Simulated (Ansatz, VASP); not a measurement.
SnO in VASP and in Ansatz

INCAR

```
SYSTEM = SnO
  ALGO = Normal
  DIPOL = 0.5 0.5 0.394
  EDIFF = 1E-6
  ENCUT = 520
  GGA = PE
  IDIPOL = 3
  ISIF = 2
  ISMEAR = 0
  IVDW = 12
  LASPH = .True.
  LCHARG = .False.
  LDIPOL = .True.
  LREAL = .False.
  LWAVE = .False.
  NBANDS = 50
  NELM = 100
  PREC = Accurate
  SIGMA = 0.05
```

The input KPOINTS:

```
k-points
0
Gamma
  7 7 1
  0 0 0
```

POSCAR

```
SnO
1.0
    3.8201526160      0.0002954389      0.0000000000
   -0.0003145156      3.8201526145      0.0000000000
    0.0000000000      0.0000000000     22.2260756252
Sn O
4 4
Direct
    0.9999453016      0.9999453016      0.2024648920
    0.4999453016      0.4999453016      0.3087831576
    0.6249453016      0.8749453016      0.4797535108
    0.1249453016      0.3749453016      0.5860717765
    0.9999461184      0.4999461184      0.2556240248
    0.4999461184      0.9999461184      0.2556240248
    0.6249461184      0.3749461184      0.5329126436
    0.1249461184      0.8749461184      0.5329126436
```

Input for Ansatz:

```yaml
crystal:
  lattice:
    - [3.8201528543, 0.0002954551, 0.0]
    - [-0.0003145191, 3.8201528528, 0.0]
    - [0.0, 0.0, 22.226074346]
  atoms:
    - { symbol: Sn, position: [0.9999452911, 0.9999452911, 0.2024649036] }
    - { symbol: O, position: [0.9999461074, 0.4999461074, 0.2556240251] }
    - { symbol: O, position: [0.4999461074, 0.9999461074, 0.2556240251] }
    - { symbol: Sn, position: [0.4999452911, 0.4999452911, 0.3087831466] }
    - { symbol: Sn, position: [0.6249452911, 0.8749452911, 0.4797535096] }
    - { symbol: O, position: [0.6249461074, 0.3749461074, 0.5329126311] }
    - { symbol: O, position: [0.1249461074, 0.8749461074, 0.5329126311] }
    - { symbol: Sn, position: [0.1249452911, 0.3749452911, 0.5860717526] }
basis:
  ecutwfc: 420
kpoints:
  mp_grid: { grid: [7, 7, 1] }
hamiltonian:
  xc: pbe
  pseudopotentials: { kind: paw, azcp: { folder: soft_1 } }
  dispersion: d3bj
scf:
  occupations: { method: gaussian, width: 0.05 }
output:
  forces: true
  eigenvalues: true
efield:
  axis: 3
  dipole_correction: true
  ramp_width: 0.04
```

Alike in both runs: task single point; functional PBE; dispersion D3(BJ); k mesh 7 × 7 × 1; occupations gaussian, width 0.05 eV; no spin polarisation.

|  | VASP | Ansatz |
| --- | --- | --- |
| version | VASP 6.6.1 | Ansatz 0.2.0 |
| potentials or method | VASP PAW PBE potentials, release 64 (Sn_d, O), cutoff 520 eV | scalar-relativistic, plane waves, PAW |
| valence electrons in the cell | 80 | 80 |

|  | VASP | Ansatz | Ansatz less VASP |
| --- | --- | --- | --- |
| gap on the k mesh at the Fermi level (eV) | 2.20 | 2.21 | +0.006 |
| least direct gap on the mesh (eV) | 2.45 | 2.46 | +0.010 |
| rms of the force components (eV/Å) | 0.038 | 0.023 | -0.0142 |
